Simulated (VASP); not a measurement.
# ScAl3 (Pm-3m) in VASP: further runs

The runs below take ScAl3 through single point, with r2SCAN, PBE0.

Program: VASP 6.6.1. These are calculated values, not measurements. Logs are shortened: lines on timing, memory, paths and dates and some standing lists are left out, and cuts for length are marked.

### Step 1. The cell of the first run

It takes space group Pm-3m (No. 221, cubic). The conventional cell has a = 4.088 Å, b = 4.088 Å, c = 4.088 Å, α = 90.00°, β = 90.00°, γ = 90.00°. Sc (site symmetry m-3m) has 12 Al at 2.89 Å within 3.8 Å. Within 3.8 Å of Al (site symmetry 4/mmm) lie 4 Sc at 2.89 Å and 8 Al at 2.89 Å.

### Step 2. Single point, r2SCAN

Input file POSCAR:

```
ScAl3
1.0
    4.0878065700      0.0000000000      0.0000000000
    0.0000000000      4.0878065700      0.0000000000
    0.0000000000      0.0000000000      4.0878065700
Sc Al
1 3
Direct
    0.0000000000      0.0000000000      0.0000000000
    0.5000000000      0.5000000000      0.0000000000
    0.0000000000      0.5000000000      0.5000000000
    0.5000000000      0.0000000000      0.5000000000
```

Input file INCAR.step1:

```
SYSTEM = ScAl3
  PREC = Accurate
  ENCUT = 520
  ISMEAR = -1
  SIGMA = 0.05
  LREAL = .FALSE.
  LASPH = .TRUE.
  NELM = 60
  NBANDS = 18
  GGA = PE
  ALGO = Normal
  EDIFF = 1E-4
  LWAVE = .TRUE.
  LCHARG = .FALSE.
```

Input file INCAR.step2:

```
SYSTEM = ScAl3
  PREC = Accurate
  ENCUT = 520
  EDIFF = 1E-6
  ISMEAR = -1
  SIGMA = 0.05
  LREAL = .FALSE.
  LASPH = .TRUE.
  NELM = 60
  ALGO = Normal
  ISIF = 2
  LWAVE = .FALSE.
  LCHARG = .FALSE.
  METAGGA = R2SCAN
  LMIXTAU = .TRUE.
  NBANDS = 18
  ISTART = 1
```

Input file KPOINTS:

```
Automatic mesh
0
G
  11 11 11
  0 0 0
```

Potentials or basis: VASP PAW PBE potentials, release 64 (Sc_sv, Al).

On the command line:

```bash
> cat potpaw_PBE.64/Sc_sv/POTCAR potpaw_PBE.64/Al/POTCAR > POTCAR
> cp INCAR.step1 INCAR
> mpirun -np 1 vasp_std > vasp.out
> cp INCAR.step2 INCAR
> mpirun -np 1 vasp_std > vasp.out
```

OUTCAR:

```text
SYSTEM = ScAl3
   PREC = Accurate
   ENCUT = 520
   EDIFF = 1E-6
   ISMEAR = -1
   LREAL = .FALSE.
   LASPH = .TRUE.
   NELM = 60
   ISIF = 2
   METAGGA = R2SCAN
   ISTART = 1

 ion  position               nearest neighbor table
   1  0.000  0.000  0.000-   2 2.89   3 2.89   4 2.89   3 2.89   4 2.89   2 2.89   3 2.89   3 2.89
                             2 2.89   4 2.89   4 2.89   2 2.89
   2  0.500  0.500  0.000-   1 2.89   3 2.89   4 2.89   3 2.89   4 2.89   1 2.89   4 2.89   4 2.89
                             1 2.89   3 2.89   3 2.89   1 2.89
   3  0.000  0.500  0.500-   1 2.89   2 2.89   4 2.89   1 2.89   2 2.89   1 2.89   4 2.89   1 2.89
                             2 2.89   4 2.89   2 2.89   4 2.89
   4  0.500  0.000  0.500-   1 2.89   2 2.89   3 2.89   1 2.89   2 2.89   2 2.89   3 2.89   2 2.89
                             1 2.89   3 2.89   1 2.89   3 2.89

  LATTYP: Found a simple cubic cell.
 ALAT       =     4.0878065700

  Lattice vectors:

 A1 = (   4.0878065700,   0.0000000000,   0.0000000000)
 A2 = (   0.0000000000,   4.0878065700,   0.0000000000)
 A3 = (   0.0000000000,   0.0000000000,   4.0878065700)

Analysis of symmetry for initial positions (statically):
=====================================================================
 Subroutine PRICEL returns:
 Original cell was already a primitive cell.

 Routine SETGRP: Setting up the symmetry group for a
 simple cubic supercell.

 Subroutine GETGRP returns: Found 48 space group operations
 (whereof 48 operations were pure point group operations)
 out of a pool of 48 trial point group operations.

The static configuration has the point symmetry O_h .

Analysis of symmetry for dynamics (positions and initial velocities):
=====================================================================
 Subroutine PRICEL returns:
 Original cell was already a primitive cell.

 Routine SETGRP: Setting up the symmetry group for a
 simple cubic supercell.

 Subroutine GETGRP returns: Found 48 space group operations
 (whereof 48 operations were pure point group operations)
 out of a pool of 48 trial point group operations.

The dynamic configuration has the point symmetry O_h .

 Subroutine INISYM returns: Found 48 space group operations
 (whereof 48 operations are pure point group operations),
 and found     1 'primitive' translations

----------------------------------------------------------------------------------------

                                     Primitive cell

  volume of cell :      68.3079

  direct lattice vectors                    reciprocal lattice vectors
     4.087806570  0.000000000  0.000000000     0.244629970  0.000000000  0.000000000
     0.000000000  4.087806570  0.000000000     0.000000000  0.244629970  0.000000000
     0.000000000  0.000000000  4.087806570     0.000000000  0.000000000  0.244629970

  length of vectors
     4.087806570  4.087806570  4.087806570     0.244629970  0.244629970  0.244629970

  position of ions in fractional coordinates (direct lattice)
     0.000000000  0.000000000  0.000000000
     0.500000000  0.500000000  0.000000000
     0.000000000  0.500000000  0.500000000
     0.500000000  0.000000000  0.500000000

  ion indices of the primitive-cell ions
   primitive index   ion index
                 1           1
                 2           2
                 3           3
                 4           4

----------------------------------------------------------------------------------------

 KPOINTS: Automatic mesh

Automatic generation of k-mesh.
 Grid dimensions read from file:
 generate k-points for:   11   11   11

 Generating k-lattice:

  Cartesian coordinates                     Fractional coordinates (reciprocal lattice)
     0.022239088  0.000000000  0.000000000     0.090909091  0.000000000  0.000000000
     0.000000000  0.022239088  0.000000000     0.000000000  0.090909091  0.000000000
     0.000000000  0.000000000  0.022239088     0.000000000  0.000000000  0.090909091

  Length of vectors
     0.022239088  0.022239088  0.022239088

  Shift w.r.t. Gamma in fractional coordinates (k-lattice)
     0.000000000  0.000000000  0.000000000

 Subroutine IBZKPT returns following result:
 ===========================================

 Found     56 irreducible k-points:

 Following reciprocal coordinates:
            Coordinates               Weight
  0.000000  0.000000  0.000000      1.000000
  0.090909  0.000000  0.000000      6.000000
  0.181818  0.000000  0.000000      6.000000
  0.272727  0.000000  0.000000      6.000000
  0.363636  0.000000  0.000000      6.000000
  0.454545  0.000000  0.000000      6.000000
[... 16 lines left out ...]
  0.181818  0.090909  0.090909     24.000000
  0.272727  0.090909  0.090909     24.000000
 [... further k-points ...]
   k-points           NKPTS =     56   k-points in BZ     NKDIM =     56   number of bands    NBANDS=     18
   number of dos      NEDOS =    301   number of ions     NIONS =      4
   total plane-waves  NPLWV =  27000
   dimension x,y,z NGX =    30 NGY =   30 NGZ =   30
   dimension x,y,z NGXF=    60 NGYF=   60 NGZF=   60
   ions per type =               1   3
   NGX,Y,Z   is equivalent  to a cutoff of  12.20, 12.20, 12.20 a.u.
   NGXF,Y,Z  is equivalent  to a cutoff of  24.40, 24.40, 24.40 a.u.
 SYSTEM =  ScAl3
   PREC   = accura    normal or accurate (medium, high low for compatibility)
   ISTART =      1    job   : 0-new  1-cont  2-samecut
   ICHARG =      0    charge: 1-file 2-atom 10-const
   ISPIN  =      1    spin polarized calculation?
   LNONCOLLINEAR =      F non collinear calculations
   LSORBIT =      F    spin-orbit coupling
   LASPH  =      T    aspherical Exc in radial PAW
   ENCUT  =  520.0 eV  38.22 Ry    6.18 a.u.   7.60  7.60  7.60*2*pi/ulx,y,z
   NELM   =     60;   NELMIN=  2; NELMDL=  0     # of ELM steps
   EDIFF  = 0.1E-05   stopping-criterion for ELM
   LREAL  =      F    real-space projection
   EDIFFG = 0.1E-04   stopping-criterion for IOM
   NSW    =      0    number of steps for IOM
   IBRION =     -1    ionic relax: 0-MD 1-quasi-New 2-CG
   NFREE  =      0    steps in history (QN), initial steepest desc. (CG)
   ISIF   =      2    stress and relaxation
   ISYM   =      2    0-nonsym 1-usesym 2-fastsym
   POTIM  = 0.5000    time-step for ionic-motion
   TEBEG  =    0.0;   TEEND  =   0.0 temperature during run
   PSTRESS=    0.0 pullay stress
   NELECT =      20.0000    total number of electrons
   NUPDOWN=      -1.0000    fix difference up-down
   EMIN   =  10.00;   EMAX   =-10.00  energy-range for DOS
   EFERMI =   0.00;   METHOD = LEGACY
   ISMEAR =    -1;   SIGMA  =   0.05  broadening in eV -4-tet -1-fermi 0-gaus
   EFERMI_NEDOS =   21; number of points for ismear=-14 and -15
   IALGO  =     38    algorithm
   IMIX   =      4    mixing-type and parameters
     AMIX     =   0.40;   BMIX     =  1.00
     AMIX_MAG =   1.60;   BMIX_MAG =  1.00
  volume/ion in A,a.u.               =      17.08       115.24
  Fermi-wavevector in a.u.,A,eV,Ry     =   1.087079  2.054282 16.078563  1.181741
  Thomas-Fermi vector in A             =   2.223230
   LORBIT       =      0    0 simple, 1 ext, 2 COOP (PROOUT), +10 PAW based schemes
   METAGGA = R2SCAN    functional components
   LHFCALC =     F    Hartree Fock is set to
   AEXX    =    0.0000 exact exchange contribution
   IVDW    =     0    specifies the selected vdW correction
   LEPSILON=     F    determine dielectric tensor
   LRPA    =     F    only Hartree local field effects (RPA)
 non-spin polarized calculation
  energy-cutoff  :      520.00
  volume of cell :       68.31
 maximum number of plane-waves:      1857
   NGX = 15   NGY = 15   NGZ = 15

 number of electron      19.9999996 magnetization

 Free energy of the ion-electron system (eV)
  ---------------------------------------------------
  ext. energy  EPLUGINS =         0.00000000
  ---------------------------------------------------
  free energy    TOTEN  =       -33.51609291 eV

  energy without entropy =      -33.50772156  energy(sigma->0) =      -33.51190724

 E-fermi :   7.3038     XC(G=0): -11.1239

 val. band max:        7.2866461544   @ k =   0.2727   0.1818   0.0909
 cond. band min:       7.3967612587   @ k =   0.4545   0.0909   0.0909
 fundamental gap:      0.1101151044
 Fermi energy:         7.3038153846

 k-point     1 :       0.0000    0.0000    0.0000
  band No.  band energies     occupation
      1     -43.7712      2.00000
      2     -21.5099      2.00000
      3     -21.5099      2.00000
      4     -21.5099      2.00000
      5      -3.3351      2.00000
      6       4.5926      2.00000
[... 10 lines left out ...]
     17      12.9174      0.00000
     18      12.9174      0.00000

 k-point     2 :       0.0909    0.0000    0.0000
  band No.  band energies     occupation
      1     -43.7711      2.00000
      2     -21.5128      2.00000
      3     -21.5097      2.00000
      4     -21.5097      2.00000
      5      -3.2544      2.00000
      6       3.8169      2.00000
[... 10 lines left out ...]
     17      12.9843      0.00000
     18      12.9843      0.00000

 k-point     3 :       0.1818    0.0000    0.0000
  band No.  band energies     occupation
      1     -43.7707      2.00000
      2     -21.5203      2.00000
      3     -21.5091      2.00000
      4     -21.5091      2.00000
      5      -3.0141      2.00000
      6       2.6960      2.00000
[... 10 lines left out ...]
     17      12.9133      0.00000
     18      13.0042      0.00000

 k-point     4 :       0.2727    0.0000    0.0000
  band No.  band energies     occupation
      1     -43.7703      2.00000
      2     -21.5302      2.00000
      3     -21.5083      2.00000
      4     -21.5083      2.00000
      5      -2.6211      2.00000
      6       1.5801      2.00000
[... 375 lines left out ...]
      4     -21.5121      2.00000
      5      -3.0940      2.00000
      6       3.7848      2.00000
[... 10 lines left out ...]
     17      13.1178      0.00000
     18      13.5152      0.00000

 k-point    23 :       0.1818    0.0909    0.0909
  band No.  band energies     occupation
      1     -43.7705      2.00000
      2     -21.5198      2.00000
      3     -21.5118      2.00000
      4     -21.5115      2.00000
      5      -2.8560      2.00000
      6       2.8055      2.00000
[... 10 lines left out ...]
     17      12.7964      0.00000
     18      13.0709      0.00000

 k-point    24 :       0.2727    0.0909    0.0909
  band No.  band energies     occupation
      1     -43.7701      2.00000
      2     -21.5295      2.00000
      3     -21.5110      2.00000
      4     -21.5107      2.00000
      5      -2.4671      2.00000
      6       1.7112      2.00000
[... 10 lines left out ...]
     17      12.5580      0.00000
     18      13.2819      0.00000

 [... further k-points ...]
[... 5 lines left out ...]
  --------------------------------------------------------------------------------------
  -------------------------------------------------------------------------------------
  Total       -0.0604470     -0.0604470     -0.0604470     -0.0000000      0.0000000      0.0000000
  in kB       -1.4177975     -1.4177975     -1.4177975     -0.0000000      0.0000000      0.0000000
  external PRESSURE =      -1.4177975 kB  Pullay stress =       0.0000000 kB

 VOLUME and BASIS-vectors are now :
 -----------------------------------------------------------------------------
  energy-cutoff  :      520.00
  volume of cell :       68.31
      direct lattice vectors                 reciprocal lattice vectors
     4.087806570  0.000000000  0.000000000     0.244629970  0.000000000  0.000000000
     0.000000000  4.087806570  0.000000000     0.000000000  0.244629970  0.000000000
     0.000000000  0.000000000  4.087806570     0.000000000  0.000000000  0.244629970

 POSITION                                       TOTAL-FORCE (eV/Angst)
 -----------------------------------------------------------------------------------
      0.00000      0.00000      0.00000         0.000000      0.000000      0.000000
      2.04390      2.04390      0.00000         0.000000      0.000000      0.000000
      0.00000      2.04390      2.04390         0.000000      0.000000      0.000000
      2.04390      0.00000      2.04390         0.000000      0.000000      0.000000
 -----------------------------------------------------------------------------------
    total drift:                                0.000000     -0.000000      0.000000

  FREE ENERGIE OF THE ION-ELECTRON SYSTEM (eV)
  ---------------------------------------------------
  free  energy   TOTEN  =       -33.5160929134 eV

  energy  without entropy=      -33.5077215569  energy(sigma->0) =      -33.51190724
```

Run time: 99 s. Hardware: 1 thread of Intel Xeon 6975P-C (Granite Rapids), shared host; peak memory 0.21 GiB.

What came out:

* Free energy: -33.5161 eV
* Pressure: -0.1 GPa
* Band gap on the k mesh: zero (band 10 reaches 8.29 eV, above the bottom of band 11 at 4.16 eV)

Levels at points of the mesh, in eV from the Fermi level:
```csv
k point,band 6,band 7,band 8,band 9,band 10,band 11,band 12,band 13,band 14,band 15
"(0.00, 0.00, 0.00)",-2.71,-2.71,-2.01,-2.01,-2.01,1.32,1.42,1.42,1.42,5.29
```

Caveat: the PAW data sets were made with another functional, which shifts forces and pressure a little.

### Step 3. Single point, PBE0

POSCAR is that of step 2.

Input file INCAR.step1:

```
PREC     = Accurate       # precision mode
ENCUT    = 520            # plane-wave cutoff, eV
EDIFF    = 1E-5           # SCF threshold, eV
ISMEAR   = 1              # smearing method
SIGMA    = 0.05           # smearing width, eV
LREAL    = False          # projectors in reciprocal space
LASPH    = True           # aspherical terms in the spheres
NELM     = 60             # most SCF steps
ALGO     = Normal         # electronic algorithm
ISIF     = 2              # what is computed and relaxed
LWAVE    = True           # write WAVECAR
GGA      = PE             # functional
NBANDS   = 18             # bands
```

Input file INCAR.step2:

```
PREC     = Accurate       # precision mode
ENCUT    = 520            # plane-wave cutoff, eV
EDIFF    = 1E-6           # SCF threshold, eV
ISMEAR   = 1              # smearing method
SIGMA    = 0.05           # smearing width, eV
LREAL    = False          # projectors in reciprocal space
LASPH    = True           # aspherical terms in the spheres
NELM     = 60             # most SCF steps
ALGO     = Normal         # electronic algorithm
ISIF     = 2              # what is computed and relaxed
LWAVE    = False          # write WAVECAR
LCHARG   = True           # write CHGCAR
GGA      = PE             # functional
LHFCALC  = True           # exact exchange
AEXX     = 0.25           # exact-exchange fraction
PRECFOCK = Normal       
LELF     = True           # ELF
LVHAR    = True         
ISTART   = 1            
NBANDS   = 18             # bands
```

Input file KPOINTS:

```
Automatic mesh
0
Gamma
  4 4 4
```

Potentials or basis: VASP PAW PBE potentials, release 64 (Sc_sv, Al).

On the command line:

```bash
> cat potpaw_PBE.64/Sc_sv/POTCAR potpaw_PBE.64/Al/POTCAR > POTCAR
> cp INCAR.step1 INCAR
> mpirun -np 1 vasp_std > vasp.out
> cp INCAR.step2 INCAR
> mpirun -np 1 vasp_std > vasp.out
```

Wall time 5 min (1 thread of Intel Xeon 6975P-C (Granite Rapids), shared host); peak memory 0.18 GiB.

The run converged. Its results:

```yaml
Free_energy: -23.3838 eV
Pressure: -0.2 GPa
Band_gap_on_the_k_mesh: zero (band 10 reaches 8.65 eV, above the bottom of band 11 at 3.27 eV)
```

Levels at points of the mesh, in eV from the Fermi level:
```csv
k point,band 6,band 7,band 8,band 9,band 10,band 11,band 12,band 13,band 14,band 15
"(0.00, 0.00, 0.00)",-3.34,-3.34,-2.59,-2.59,-2.59,1.86,2.11,2.11,2.11,6.10
"(0.50, 0.00, 0.00)",-8.93,-2.41,-2.41,-2.01,1.34,1.34,1.47,1.87,2.46,3.22
"(0.50, 0.50, 0.00)",-6.99,-6.99,-5.55,-1.00,-1.00,1.65,2.11,3.10,3.70,4.16
"(0.50, 0.50, 0.50)",-5.96,-5.96,-5.51,-4.03,-4.03,-4.03,1.54,3.83,3.83,5.26
```

Caveat: the k points lie up to 0.38 Å⁻¹ apart; the PAW data sets were made with another functional, which shifts forces and pressure a little.
